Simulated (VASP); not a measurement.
# Cu (P6_3/mmc) in VASP: further runs

Runs on Cu. Level: RPBE. Tasks: single point.

All numbers are computed with VASP 6.6.1; they aren't measurements. Logs are shortened: lines on timing, memory, paths and dates and some standing lists are left out, and cuts for length are marked.

## 1. The cell of the first run

The structure is hexagonal, space group P6_3/mmc (No. 194). The conventional cell has a = 2.489 Å, b = 2.489 Å, c = 4.074 Å, α = 90.00°, β = 90.00°, γ = 120.00°. Cu (site symmetry -6m2) has 12 Cu at 2.49 Å within 3.3 Å.

## 2. Single point, RPBE (volume scaled by 0.88)

File INCAR:

```
PREC     = Accurate       # precision mode
ENCUT    = 520            # plane-wave cutoff, eV
EDIFF    = 1E-7           # SCF threshold, eV
ISMEAR   = -1             # smearing method
SIGMA    = 0.1            # smearing width, eV
LREAL    = F              # projectors in reciprocal space
LASPH    = T              # aspherical terms in the spheres
NELM     = 60             # most SCF steps
ALGO     = Normal         # electronic algorithm
ISIF     = 2              # what is computed and relaxed
LWAVE    = F              # write WAVECAR
LCHARG   = F              # write CHGCAR
GGA      = RP             # functional
NBANDS   = 18             # bands
```

File KPOINTS:

```
Automatic mesh
0
Gamma
  16 16 8
```

File POSCAR:

```
Cu
1.0
    2.4888371667      0.0000000000      0.0000000000
   -1.2444185834      2.1553962123      0.0000000000
    0.0000000000      0.0000000000      4.0744352516
Cu
2
Direct
    0.3333333333      0.6666666667      0.2500000000
    0.6666666667      0.3333333333      0.7500000000
```

Potentials or basis: VASP PAW PBE potentials, release 64 (Cu).

Started as:

```
$ cat potpaw_PBE.64/Cu/POTCAR > POTCAR
$ mpirun -np 1 vasp_std > vasp.out
```

OUTCAR:

```text
PREC = Accurate
   ENCUT = 520
   EDIFF = 1E-7
   ISMEAR = -1
   LREAL = F
   LASPH = T
   NELM = 60
   ISIF = 2
   GGA = RP

 ion  position               nearest neighbor table
   1  0.333  0.667  0.250-   2 2.49   2 2.49   2 2.49   2 2.49   2 2.49   2 2.49
   2  0.667  0.333  0.750-   1 2.49   1 2.49   1 2.49   1 2.49   1 2.49   1 2.49

  LATTYP: Found a hexagonal cell.
 ALAT       =     2.4888371667
 C/A-ratio  =     1.6370838985

  Lattice vectors:

 A1 = (   2.4888371667,   0.0000000000,   0.0000000000)
 A2 = (  -1.2444185834,   2.1553962123,   0.0000000000)
 A3 = (   0.0000000000,   0.0000000000,   4.0744352516)

Analysis of symmetry for initial positions (statically):
=====================================================================
 Subroutine PRICEL returns:
 Original cell was already a primitive cell.

 Routine SETGRP: Setting up the symmetry group for a
 hexagonal supercell.

 Subroutine GETGRP returns: Found 24 space group operations
 (whereof 12 operations were pure point group operations)
 out of a pool of 24 trial point group operations.

The static configuration has the point symmetry D_3d.
 The point group associated with its full space group is D_6h.

Analysis of symmetry for dynamics (positions and initial velocities):
=====================================================================
 Subroutine PRICEL returns:
 Original cell was already a primitive cell.

 Routine SETGRP: Setting up the symmetry group for a
 hexagonal supercell.

 Subroutine GETGRP returns: Found 24 space group operations
 (whereof 12 operations were pure point group operations)
 out of a pool of 24 trial point group operations.

The dynamic configuration has the point symmetry D_3d.
 The point group associated with its full space group is D_6h.

 Subroutine INISYM returns: Found 24 space group operations
 (whereof 12 operations are pure point group operations),
 and found     1 'primitive' translations

----------------------------------------------------------------------------------------

                                     Primitive cell

  volume of cell :      21.8570

  direct lattice vectors                    reciprocal lattice vectors
     2.488837167  0.000000000  0.000000000     0.401794064  0.231975911  0.000000000
    -1.244418583  2.155396212  0.000000000     0.000000000  0.463951822  0.000000000
     0.000000000  0.000000000  4.074435252     0.000000000  0.000000000  0.245432787

  length of vectors
     2.488837167  2.488837167  4.074435252     0.463951822  0.463951822  0.245432787

  position of ions in fractional coordinates (direct lattice)
     0.333333333  0.666666667  0.250000000
     0.666666667  0.333333333  0.750000000

  ion indices of the primitive-cell ions
   primitive index   ion index
                 1           1
                 2           2

----------------------------------------------------------------------------------------

 KPOINTS: Automatic mesh

Automatic generation of k-mesh.
 Grid dimensions read from file:
 generate k-points for:   16   16    8

 Generating k-lattice:

  Cartesian coordinates                     Fractional coordinates (reciprocal lattice)
     0.025112129  0.014498494  0.000000000     0.062500000  0.000000000  0.000000000
     0.000000000  0.028996989  0.000000000     0.000000000  0.062500000  0.000000000
     0.000000000  0.000000000  0.030679098     0.000000000  0.000000000  0.125000000

  Length of vectors
     0.028996989  0.028996989  0.030679098

  Shift w.r.t. Gamma in fractional coordinates (k-lattice)
     0.000000000  0.000000000  0.000000000

 Subroutine IBZKPT returns following result:
 ===========================================

 Found    150 irreducible k-points:

 Following reciprocal coordinates:
            Coordinates               Weight
  0.000000  0.000000  0.000000      1.000000
  0.062500 -0.000000  0.000000      6.000000
  0.125000 -0.000000  0.000000      6.000000
  0.187500  0.000000  0.000000      6.000000
  0.250000 -0.000000  0.000000      6.000000
  0.312500 -0.000000  0.000000      6.000000
[... 16 lines left out ...]
  0.187500  0.187500  0.000000      6.000000
  0.250000  0.187500  0.000000     12.000000
 [... further k-points ...]
   k-points           NKPTS =    150   k-points in BZ     NKDIM =    150   number of bands    NBANDS=     18
   number of dos      NEDOS =    301   number of ions     NIONS =      2
   total plane-waves  NPLWV =  12000
   dimension x,y,z NGX =    20 NGY =   20 NGZ =   30
   dimension x,y,z NGXF=    40 NGYF=   40 NGZF=   60
   ions per type =               2
   NGX,Y,Z   is equivalent  to a cutoff of  13.36, 13.36, 12.24 a.u.
   NGXF,Y,Z  is equivalent  to a cutoff of  26.72, 26.72, 24.48 a.u.
 SYSTEM =  unknown system
   PREC   = accura    normal or accurate (medium, high low for compatibility)
   ISTART =      0    job   : 0-new  1-cont  2-samecut
   ICHARG =      2    charge: 1-file 2-atom 10-const
   ISPIN  =      1    spin polarized calculation?
   LNONCOLLINEAR =      F non collinear calculations
   LSORBIT =      F    spin-orbit coupling
   LASPH  =      T    aspherical Exc in radial PAW
   ENCUT  =  520.0 eV  38.22 Ry    6.18 a.u.   4.63  4.63  7.58*2*pi/ulx,y,z
   NELM   =     60;   NELMIN=  2; NELMDL= -5     # of ELM steps
   EDIFF  = 0.1E-06   stopping-criterion for ELM
   LREAL  =      F    real-space projection
   EDIFFG = 0.1E-05   stopping-criterion for IOM
   NSW    =      0    number of steps for IOM
   IBRION =     -1    ionic relax: 0-MD 1-quasi-New 2-CG
   NFREE  =      0    steps in history (QN), initial steepest desc. (CG)
   ISIF   =      2    stress and relaxation
   ISYM   =      2    0-nonsym 1-usesym 2-fastsym
   POTIM  = 0.5000    time-step for ionic-motion
   TEBEG  =    0.0;   TEEND  =   0.0 temperature during run
   PSTRESS=    0.0 pullay stress
   NELECT =      22.0000    total number of electrons
   NUPDOWN=      -1.0000    fix difference up-down
   EMIN   =  10.00;   EMAX   =-10.00  energy-range for DOS
   EFERMI =   0.00;   METHOD = LEGACY
   ISMEAR =    -1;   SIGMA  =   0.10  broadening in eV -4-tet -1-fermi 0-gaus
   EFERMI_NEDOS =   21; number of points for ismear=-14 and -15
   IALGO  =     38    algorithm
   IMIX   =      4    mixing-type and parameters
     AMIX     =   0.40;   BMIX     =  1.00
     AMIX_MAG =   1.60;   BMIX_MAG =  1.00
  volume/ion in A,a.u.               =      10.93        73.75
  Fermi-wavevector in a.u.,A,eV,Ry     =   1.640660  3.100399 36.623711  2.691767
  Thomas-Fermi vector in A             =   2.731261
   LORBIT       =      0    0 simple, 1 ext, 2 COOP (PROOUT), +10 PAW based schemes
   GGA     = RP    functional components
   LHFCALC =     F    Hartree Fock is set to
   AEXX    =    0.0000 exact exchange contribution
   IVDW    =     0    specifies the selected vdW correction
   LEPSILON=     F    determine dielectric tensor
   LRPA    =     F    only Hartree local field effects (RPA)
 non-spin polarized calculation
  energy-cutoff  :      520.00
  volume of cell :       21.86
 maximum number of plane-waves:       602
 NGX is ok and might be reduce to    20
   NGX =  9   NGY =  9   NGZ = 15

 number of electron      21.9999985 magnetization

 Free energy of the ion-electron system (eV)
  ---------------------------------------------------
  ext. energy  EPLUGINS =         0.00000000
  ---------------------------------------------------
  free energy    TOTEN  =        -6.31388718 eV

  energy without entropy =       -6.28827397  energy(sigma->0) =       -6.30108057

 E-fermi :   8.6973     XC(G=0): -13.0489

 val. band max:        8.6914506377   @ k =   0.4375   0.0625   0.3750
 cond. band min:       8.7148149851   @ k =   0.1875   0.1875   0.3750
 fundamental gap:      0.0233643474
 Fermi energy:         8.6973425651

 k-point     1 :       0.0000    0.0000    0.0000
  band No.  band energies     occupation
      1      -1.2095      2.00000
      2       3.2050      2.00000
      3       5.4485      2.00000
      4       5.5242      2.00000
      5       5.5242      2.00000
      6       5.7573      2.00000
[... 10 lines left out ...]
     17      33.3673      0.00000
     18      33.3716      0.00000

 k-point     2 :       0.0625   -0.0000    0.0000
  band No.  band energies     occupation
      1      -1.0755      2.00000
      2       3.2842      2.00000
      3       5.3644      2.00000
      4       5.5758      2.00000
      5       5.5944      2.00000
      6       5.7313      2.00000
[... 10 lines left out ...]
     17      33.6417      0.00000
     18      33.9718      0.00000

 k-point     3 :       0.1250   -0.0000    0.0000
  band No.  band energies     occupation
      1      -0.6787      2.00000
      2       3.5022      2.00000
      3       5.2193      2.00000
      4       5.6268      2.00000
      5       5.6308      2.00000
      6       5.7252      2.00000
[... 10 lines left out ...]
     17      33.0730      0.00000
     18      34.2389      0.00000

 k-point     4 :       0.1875    0.0000    0.0000
  band No.  band energies     occupation
      1      -0.0372      2.00000
      2       3.7904      2.00000
      3       5.0619      2.00000
      4       5.1195      2.00000
      5       5.5330      2.00000
      6       5.8537      2.00000
[... 375 lines left out ...]
      4       5.1503      2.00000
      5       5.3720      2.00000
      6       5.4976      2.00000
[... 10 lines left out ...]
     17      21.0355      0.00000
     18      27.6659      0.00000

 k-point    23 :       0.1875    0.1875    0.0000
  band No.  band energies     occupation
      1       2.0247      2.00000
      2       4.3454      2.00000
      3       4.4082      2.00000
      4       4.6006      2.00000
      5       5.3905      2.00000
      6       5.5527      2.00000
[... 10 lines left out ...]
     17      27.0392      0.00000
     18      27.9428      0.00000

 k-point    24 :       0.2500    0.1875    0.0000
  band No.  band energies     occupation
      1       2.9132      2.00000
      2       4.2527      2.00000
      3       4.3166      2.00000
      4       4.5873      2.00000
      5       5.3061      2.00000
      6       5.6646      2.00000
[... 10 lines left out ...]
     17      25.6059      0.00000
     18      26.3387      0.00000

 [... further k-points ...]
[... 5 lines left out ...]
  --------------------------------------------------------------------------------------
  -------------------------------------------------------------------------------------
  Total        3.0376099      3.0376099      3.0017900     -0.0000000      0.0000000     -0.0000000
  in kB      222.6647986    222.6647986    220.0391046     -0.0000000      0.0000000     -0.0000000
  external PRESSURE =     221.7895673 kB  Pullay stress =       0.0000000 kB

 VOLUME and BASIS-vectors are now :
 -----------------------------------------------------------------------------
  energy-cutoff  :      520.00
  volume of cell :       21.86
      direct lattice vectors                 reciprocal lattice vectors
     2.488837167  0.000000000  0.000000000     0.401794064  0.231975911  0.000000000
    -1.244418583  2.155396212  0.000000000     0.000000000  0.463951822  0.000000000
     0.000000000  0.000000000  4.074435252     0.000000000  0.000000000  0.245432787

 POSITION                                       TOTAL-FORCE (eV/Angst)
 -----------------------------------------------------------------------------------
     -0.00000      1.43693      1.01861         0.000000      0.000000     -0.000000
      1.24442      0.71847      3.05583        -0.000000      0.000000      0.000000
 -----------------------------------------------------------------------------------
    total drift:                               -0.000000      0.000000     -0.000000

  FREE ENERGIE OF THE ION-ELECTRON SYSTEM (eV)
  ---------------------------------------------------
  free  energy   TOTEN  =        -6.3138871792 eV

  energy  without entropy=       -6.2882739655  energy(sigma->0) =       -6.30108057
```

It took 31 s on 1 thread of Intel Xeon 6975P-C, shared host; peak memory 0.17 GiB.

What came out:

```yaml
Free_energy: -6.3139 eV
Pressure: 22.2 GPa
Band_gap_on_the_k_mesh: zero (band 11 reaches 12.52 eV, above the bottom of band 12 at 6.66 eV)
```

Caveat: the PAW data sets were made with another functional, which shifts forces and pressure a little.

## 3. Single point, RPBE (volume scaled by 0.92)

File INCAR:

```
PREC = Accurate ; ENCUT = 520
EDIFF = 1E-7 ; ISMEAR = -1
SIGMA = 0.1 ; LREAL = False
LASPH = True ; NELM = 60
ALGO = Normal ; ISIF = 2
LWAVE = False ; LCHARG = True
GGA = RP ; LELF = True
LVHAR = True ; NBANDS = 18
```

File KPOINTS:

```
regular mesh
0
Gamma
  16 16 8
```

File POSCAR:

```
Cu
1.0
    2.5259894675      0.0000000000      0.0000000000
   -1.2629947337      2.1875710485      0.0000000000
    0.0000000000      0.0000000000      4.1352566849
Cu
2
Direct
    0.3333333333      0.6666666667      0.2500000000
    0.6666666667      0.3333333333      0.7500000000
```

Potentials or basis: VASP PAW PBE potentials, release 64 (Cu).

Started as:

```
$ cat potpaw_PBE.64/Cu/POTCAR > POTCAR
$ mpirun -np 1 vasp_std > vasp.out
```

Run time: 37 s. Hardware: 1 thread of Intel Xeon 6975P-C, shared host; peak memory 0.17 GiB.

It converged, with:

| Property | Result |
| --- | --- |
| Free energy | -6.4232 eV |
| Pressure | 13.2 GPa |
| Band gap on the k mesh | zero (band 11 reaches 11.83 eV, above the bottom of band 12 at 6.15 eV) |

Stress tensor (GPa, compression positive):
```
13.22  0.00  0.00
 0.00 13.22  0.00
 0.00  0.00 13.07
```

Levels at points of the mesh, in eV from the Fermi level:
```
           k point  band 7  band 8  band 9  band 10  band 11  band 12  band 13  band 14  band 15  band 16
(0.00, 0.00, 0.00)   -2.81   -2.51   -2.51    -1.73    -1.73    -1.09     3.96    21.64    22.41    22.41
(0.50, 0.00, 0.00)   -2.78   -1.63   -1.59    -1.53     0.04     1.68     7.95     8.38    10.87    11.37
(0.00, 0.00, 0.50)   -3.07   -3.07   -1.96    -1.96    -1.96    -1.96    12.72    12.72    22.35    22.35
(0.50, 0.00, 0.50)   -1.91   -1.91   -1.57    -1.57     0.50     0.50     5.09     5.09    16.55    16.55
```

Caveat: the PAW data sets were made with another functional, which shifts forces and pressure a little.
